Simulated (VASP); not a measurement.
# GaN (F-43m) in VASP: a series of runs

GaN is run at these levels: LDA; tasks: single point.

Everything below comes from runs of VASP 6.6.1. Logs are shortened: lines on timing, memory, paths and dates and some standing lists are left out, and cuts for length are marked.

### 1 The cell of the first run

The structure is cubic, space group F-43m (No. 216). Conventional cell: a = 4.383 Å, b = 4.383 Å, c = 4.383 Å, α = 90.00°, β = 90.00°, γ = 90.00°. Ga (site symmetry -43m) has 4 N at 1.90 Å within 2.5 Å. N (site symmetry -43m) has 4 Ga at 1.90 Å within 2.5 Å.

### 2 Single point, LDA

Contents of INCAR:

```
  PREC = Accurate
  ENCUT = 910
  EDIFF = 1E-6
  ISMEAR = 0
  SIGMA = 0.01
  LREAL = F
  LASPH = T
  NELM = 120
  ALGO = Normal
  ISIF = 2
  LWAVE = F
  LCHARG = T
  GGA = CA
  LELF = T
  LVHAR = T
  NBANDS = 16
  GGA_COMPAT = F
```

Contents of KPOINTS:

```
regular mesh
0
Gamma
  8 8 8
```

Contents of POSCAR:

```
GaN
1.0
    0.0000000000      2.1917289199      2.1917289199
    2.1917289199      0.0000000000      2.1917289199
    2.1917289199      2.1917289199      0.0000000000
Ga N
1 1
Direct
    0.0000000000      0.0000000000      0.0000000000
    0.7500000000      0.7500000000      0.7500000000
```

Potentials or basis: VASP PAW LDA potentials, release 64 (Ga_d, N_h).

On the command line:

```
> cat potpaw_LDA.64/Ga_d/POTCAR potpaw_LDA.64/N_h/POTCAR > POTCAR
> mpirun -np 1 vasp_std > vasp.out
```

OUTCAR:

```text
PREC = Accurate
   ENCUT = 910
   EDIFF = 1E-6
   ISMEAR = 0
   LREAL = F
   LASPH = T
   NELM = 120
   ISIF = 2
   GGA = CA

 ion  position               nearest neighbor table
   1  0.000  0.000  0.000-   2 1.90   2 1.90   2 1.90   2 1.90
   2  0.750  0.750  0.750-   1 1.90   1 1.90   1 1.90   1 1.90

  LATTYP: Found a face centered cubic cell.
 ALAT       =     4.3834578398

  Lattice vectors:

 A1 = (   0.0000000000,   2.1917289199,   2.1917289199)
 A2 = (   2.1917289199,   0.0000000000,   2.1917289199)
 A3 = (   2.1917289199,   2.1917289199,   0.0000000000)

Analysis of symmetry for initial positions (statically):
=====================================================================
 Subroutine PRICEL returns:
 Original cell was already a primitive cell.

 Routine SETGRP: Setting up the symmetry group for a
 face centered cubic supercell.

 Subroutine GETGRP returns: Found 24 space group operations
 (whereof 24 operations were pure point group operations)
 out of a pool of 48 trial point group operations.

The static configuration has the point symmetry T_d .

Analysis of symmetry for dynamics (positions and initial velocities):
=====================================================================
 Subroutine PRICEL returns:
 Original cell was already a primitive cell.

 Routine SETGRP: Setting up the symmetry group for a
 face centered cubic supercell.

 Subroutine GETGRP returns: Found 24 space group operations
 (whereof 24 operations were pure point group operations)
 out of a pool of 48 trial point group operations.

The dynamic configuration has the point symmetry T_d .

 Subroutine INISYM returns: Found 24 space group operations
 (whereof 24 operations are pure point group operations),
 and found     1 'primitive' translations

----------------------------------------------------------------------------------------

                                     Primitive cell

  volume of cell :      21.0567

  direct lattice vectors                    reciprocal lattice vectors
     0.000000000  2.191728920  2.191728920    -0.228130402  0.228130402  0.228130402
     2.191728920  0.000000000  2.191728920     0.228130402 -0.228130402  0.228130402
     2.191728920  2.191728920  0.000000000     0.228130402  0.228130402 -0.228130402

  length of vectors
     3.099572764  3.099572764  3.099572764     0.395133447  0.395133447  0.395133447

  position of ions in fractional coordinates (direct lattice)
     0.000000000  0.000000000  0.000000000
     0.750000000  0.750000000  0.750000000

  ion indices of the primitive-cell ions
   primitive index   ion index
                 1           1
                 2           2

----------------------------------------------------------------------------------------

 KPOINTS: regular mesh

Automatic generation of k-mesh.
 Grid dimensions read from file:
 generate k-points for:    8    8    8

 Generating k-lattice:

  Cartesian coordinates                     Fractional coordinates (reciprocal lattice)
    -0.028516300  0.028516300  0.028516300     0.125000000  0.000000000  0.000000000
     0.028516300 -0.028516300  0.028516300     0.000000000  0.125000000  0.000000000
     0.028516300  0.028516300 -0.028516300     0.000000000  0.000000000  0.125000000

  Length of vectors
     0.049391681  0.049391681  0.049391681

  Shift w.r.t. Gamma in fractional coordinates (k-lattice)
     0.000000000  0.000000000  0.000000000

 Subroutine IBZKPT returns following result:
 ===========================================

 Found     29 irreducible k-points:

 Following reciprocal coordinates:
            Coordinates               Weight
  0.000000  0.000000  0.000000      1.000000
  0.125000  0.000000  0.000000      8.000000
  0.250000  0.000000  0.000000      8.000000
  0.375000  0.000000  0.000000      8.000000
  0.500000  0.000000  0.000000      4.000000
  0.125000  0.125000  0.000000      6.000000
[... 16 lines left out ...]
  0.500000  0.250000  0.125000     48.000000
 -0.375000  0.250000  0.125000     24.000000
 [... further k-points ...]
   k-points           NKPTS =     29   k-points in BZ     NKDIM =     29   number of bands    NBANDS=     16
   number of dos      NEDOS =    301   number of ions     NIONS =      2
   total plane-waves  NPLWV =  27000
   dimension x,y,z NGX =    30 NGY =   30 NGZ =   30
   dimension x,y,z NGXF=    60 NGYF=   60 NGZF=   60
   ions per type =               1   1
   NGX,Y,Z   is equivalent  to a cutoff of  16.09, 16.09, 16.09 a.u.
   NGXF,Y,Z  is equivalent  to a cutoff of  32.18, 32.18, 32.18 a.u.
 SYSTEM =  unknown system
   PREC   = accura    normal or accurate (medium, high low for compatibility)
   ISTART =      0    job   : 0-new  1-cont  2-samecut
   ICHARG =      2    charge: 1-file 2-atom 10-const
   ISPIN  =      1    spin polarized calculation?
   LNONCOLLINEAR =      F non collinear calculations
   LSORBIT =      F    spin-orbit coupling
   LASPH  =      T    aspherical Exc in radial PAW
   ENCUT  =  910.0 eV  66.88 Ry    8.18 a.u.   7.62  7.62  7.62*2*pi/ulx,y,z
   NELM   =    120;   NELMIN=  2; NELMDL= -5     # of ELM steps
   EDIFF  = 0.1E-05   stopping-criterion for ELM
   LREAL  =      F    real-space projection
   EDIFFG = 0.1E-04   stopping-criterion for IOM
   NSW    =      0    number of steps for IOM
   IBRION =     -1    ionic relax: 0-MD 1-quasi-New 2-CG
   NFREE  =      0    steps in history (QN), initial steepest desc. (CG)
   ISIF   =      2    stress and relaxation
   ISYM   =      2    0-nonsym 1-usesym 2-fastsym
   POTIM  = 0.5000    time-step for ionic-motion
   TEBEG  =    0.0;   TEEND  =   0.0 temperature during run
   PSTRESS=    0.0 pullay stress
   NELECT =      18.0000    total number of electrons
   NUPDOWN=      -1.0000    fix difference up-down
   EMIN   =  10.00;   EMAX   =-10.00  energy-range for DOS
   EFERMI =   0.00;   METHOD = LEGACY
   ISMEAR =     0;   SIGMA  =   0.01  broadening in eV -4-tet -1-fermi 0-gaus
   EFERMI_NEDOS =   21; number of points for ismear=-14 and -15
   IALGO  =     38    algorithm
   IMIX   =      4    mixing-type and parameters
     AMIX     =   0.40;   BMIX     =  1.00
     AMIX_MAG =   1.60;   BMIX_MAG =  1.00
  volume/ion in A,a.u.               =      10.53        71.05
  Fermi-wavevector in a.u.,A,eV,Ry     =   1.553706  2.936079 32.844494  2.414002
  Thomas-Fermi vector in A             =   2.657898
   LORBIT       =      0    0 simple, 1 ext, 2 COOP (PROOUT), +10 PAW based schemes
   GGA     = CA    functional components
   LHFCALC =     F    Hartree Fock is set to
   AEXX    =    0.0000 exact exchange contribution
   IVDW    =     0    specifies the selected vdW correction
   LEPSILON=     F    determine dielectric tensor
   LRPA    =     F    only Hartree local field effects (RPA)
 non-spin polarized calculation
 Gauss-broadening in eV      SIGMA  =   0.01
  energy-cutoff  :      910.00
  volume of cell :       21.06
 maximum number of plane-waves:      1363
   NGX = 15   NGY = 15   NGZ = 15

 number of electron      18.0000002 magnetization

 Free energy of the ion-electron system (eV)
  ---------------------------------------------------
  ext. energy  EPLUGINS =         0.00000000
  ---------------------------------------------------
  free energy    TOTEN  =       -13.90292801 eV

  energy without entropy =      -13.90292801  energy(sigma->0) =      -13.90292801

 E-fermi :   6.4574     XC(G=0): -12.5859

 val. band max:        6.3303138940   @ k =   0.0000   0.0000   0.0000
 cond. band min:       8.6203013887   @ k =   0.0000   0.0000   0.0000
 fundamental gap:      2.2899874947
 Fermi energy:         6.4574158136

 k-point     1 :       0.0000    0.0000    0.0000
  band No.  band energies     occupation
      1     -10.2304      2.00000
      2      -7.3331      2.00000
      3      -7.3331      2.00000
      4      -7.3331      2.00000
      5      -6.9215      2.00000
      6      -6.9215      2.00000
[... 8 lines left out ...]
     15      25.6460      0.00000
     16      25.6460      0.00000

 k-point     2 :       0.1250    0.0000    0.0000
  band No.  band energies     occupation
      1     -10.0295      2.00000
      2      -7.3070      2.00000
      3      -7.3070      2.00000
      4      -7.2760      2.00000
      5      -6.9239      2.00000
      6      -6.9239      2.00000
[... 8 lines left out ...]
     15      24.0230      0.00000
     16      24.0397      0.00000

 k-point     3 :       0.2500    0.0000    0.0000
  band No.  band energies     occupation
      1      -9.5651      2.00000
      2      -7.2558      2.00000
      3      -7.2558      2.00000
      4      -6.9778      2.00000
      5      -6.9164      2.00000
      6      -6.9164      2.00000
[... 8 lines left out ...]
     15      23.6581      0.00000
     16      23.6581      0.00000

 k-point     4 :       0.3750    0.0000    0.0000
  band No.  band energies     occupation
      1      -9.1953      2.00000
      2      -7.2272      2.00000
      3      -7.2272      2.00000
      4      -6.8836      2.00000
      5      -6.8836      2.00000
      6      -6.2045      2.00000
[... 8 lines left out ...]
     15      25.2464      0.00000
     16      25.2464      0.00000

 k-point     5 :       0.5000    0.0000    0.0000
  band No.  band energies     occupation
      1      -9.0861      2.00000
      2      -7.2224      2.00000
      3      -7.2224      2.00000
      4      -6.8622      2.00000
      5      -6.8622      2.00000
      6      -5.5433      2.00000
[... 8 lines left out ...]
     15      26.8075      0.00000
     16      26.8075      0.00000

 k-point     6 :       0.1250    0.1250    0.0000
  band No.  band energies     occupation
      1      -9.9635      2.00000
      2      -7.2894      2.00000
      3      -7.2830      2.00000
      4      -7.2830      2.00000
      5      -6.9407      2.00000
      6      -6.9073      2.00000
[... 8 lines left out ...]
     15      26.8140      0.00000
     16      26.8223      0.00000

 k-point     7 :       0.2500    0.1250    0.0000
  band No.  band energies     occupation
      1      -9.5899      2.00000
      2      -7.2546      2.00000
      3      -7.2260      2.00000
      4      -7.1118      2.00000
      5      -6.9056      2.00000
      6      -6.8922      2.00000
[... 8 lines left out ...]
     15      25.7668      0.00000
     16      26.0088      0.00000

 k-point     8 :       0.3750    0.1250    0.0000
  band No.  band energies     occupation
      1      -9.2058      2.00000
      2      -7.2247      2.00000
      3      -7.1875      2.00000
      4      -6.9827      2.00000
      5      -6.8680      2.00000
      6      -6.3602      2.00000
[... 8 lines left out ...]
     15      25.1370      0.00000
     16      26.6881      0.00000

 k-point     9 :       0.5000    0.1250    0.0000
  band No.  band energies     occupation
      1      -9.0433      2.00000
      2      -7.2196      2.00000
      3      -7.1808      2.00000
      4      -6.9196      2.00000
      5      -6.8604      2.00000
      6      -5.5063      2.00000
[... 8 lines left out ...]
     15      25.7515      0.00000
     16      27.1944      0.00000
[... 172 lines left out ...]
 k-point    19 :       0.5000    0.3750    0.0000
  band No.  band energies     occupation
      1      -8.8850      2.00000
      2      -7.2207      2.00000
      3      -6.9918      2.00000
      4      -6.9788      2.00000
      5      -6.8384      2.00000
      6      -5.2011      2.00000
[... 8 lines left out ...]
     15      30.0234      0.00000
     16      30.4992      0.00000

 k-point    20 :      -0.3750    0.3750    0.0000
  band No.  band energies     occupation
      1      -8.8776      2.00000
      2      -7.2012      2.00000
      3      -7.0056      2.00000
      4      -7.0042      2.00000
      5      -6.8737      2.00000
      6      -4.8451      2.00000
[... 8 lines left out ...]
     15      27.7014      0.00000
     16      30.5939      0.00000

 k-point    21 :       0.5000    0.5000    0.0000
  band No.  band energies     occupation
      1      -8.8639      2.00000
      2      -7.2507      2.00000
      3      -6.9432      2.00000
      4      -6.9432      2.00000
      5      -6.8242      2.00000
      6      -5.0826      2.00000
[... 8 lines left out ...]
     15      29.5201      0.00000
     16      31.6725      0.00000

 k-point    22 :       0.3750    0.2500    0.1250
  band No.  band energies     occupation
      1      -9.2670      2.00000
      2      -7.2060      2.00000
      3      -7.1791      2.00000
      4      -7.0446      2.00000
      5      -6.8902      2.00000
      6      -6.5672      2.00000
[... 8 lines left out ...]
     15      26.1091      0.00000
     16      28.5963      0.00000

 k-point    23 :       0.5000    0.2500    0.1250
  band No.  band energies     occupation
      1      -9.0293      2.00000
      2      -7.1973      2.00000
      3      -7.1400      2.00000
      4      -6.9897      2.00000
      5      -6.8798      2.00000
      6      -5.7679      2.00000
[... 8 lines left out ...]
     15      26.2628      0.00000
     16      28.3768      0.00000

 k-point    24 :      -0.3750    0.2500    0.1250
  band No.  band energies     occupation
      1      -8.9590      2.00000
      2      -7.2051      2.00000
      3      -7.1238      2.00000
      4      -6.9528      2.00000
      5      -6.8812      2.00000
      6      -5.1801      2.00000
[... 8 lines left out ...]
     15      25.7845      0.00000
     16      28.2681      0.00000

 [... further k-points ...]
[... 5 lines left out ...]
  --------------------------------------------------------------------------------------
  -------------------------------------------------------------------------------------
  Total        1.5838290      1.5838290      1.5838290      0.0000000      0.0000000     -0.0000000
  in kB      120.5114660    120.5114660    120.5114660      0.0000000      0.0000000     -0.0000000
  external PRESSURE =     120.5114660 kB  Pullay stress =       0.0000000 kB

 VOLUME and BASIS-vectors are now :
 -----------------------------------------------------------------------------
  energy-cutoff  :      910.00
  volume of cell :       21.06
      direct lattice vectors                 reciprocal lattice vectors
     0.000000000  2.191728920  2.191728920    -0.228130402  0.228130402  0.228130402
     2.191728920  0.000000000  2.191728920     0.228130402 -0.228130402  0.228130402
     2.191728920  2.191728920  0.000000000     0.228130402  0.228130402 -0.228130402

 POSITION                                       TOTAL-FORCE (eV/Angst)
 -----------------------------------------------------------------------------------
      0.00000      0.00000      0.00000         0.000000      0.000000      0.000000
      3.28759      3.28759      3.28759        -0.000000     -0.000000     -0.000000
 -----------------------------------------------------------------------------------
    total drift:                                0.000000      0.000000      0.000000

  FREE ENERGIE OF THE ION-ELECTRON SYSTEM (eV)
  ---------------------------------------------------
  free  energy   TOTEN  =       -13.9029280082 eV

  energy  without entropy=      -13.9029280082  energy(sigma->0) =      -13.90292801
```

It took 19 s on 1 thread of Intel Xeon Platinum 8488C (Sapphire Rapids), shared host; peak memory 0.16 GiB.

What came out:

```yaml
Free_energy: -13.9029 eV
Pressure: 12.1 GPa
Band_gap_on_the_k_mesh: 2.29 eV, direct
```

Caveat: the cutoff is under 1.25 times the usual one of these potentials, so pressure, stress and relaxed cells hold a basis-set (Pulay) error.

[end of part 1 of 2]
